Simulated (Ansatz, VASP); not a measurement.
**CdS: VASP beside Ansatz**

```
Cd S
1.0
     4.08262    0.00000    0.00000
    -2.04131    3.53565    0.00000
     0.00000    0.00000    6.77236
Cd S
2 2
Direct
  0.33333 0.66667 0.00152
  0.66667 0.33333 0.50152
  0.33333 0.66667 0.37348
  0.66667 0.33333 0.87348
```

Change from the starting cell: film at in-plane strain -0.01.

Alike in both runs: task single point; functional PBEsol; k mesh 6 × 6 × 4; non-collinear spin, spin-orbit coupling.

|  | VASP | Ansatz |
| --- | --- | --- |
| version | VASP 6.6.1 | Ansatz 0.2.0 |
| potentials or method | VASP PAW PBE potentials, release 64 (Cd, S), cutoff 520 eV | all-electron LAPW |
| occupations | gaussian, width 0.01 eV | fixed |

VASP gave:

- pressure (GPa): 1.0
- traceless stress, the component that is largest in VASP (GPa): -0.64

Problem. Estimate Ansatz's values.

Solution. Pressure (GPa): 0.6; traceless stress, the component that is largest in VASP (GPa): -0.64.

VASP's potentials were made for PBE, not for PBEsol. Ansatz ran all-electron here, and VASP with PAW potentials.
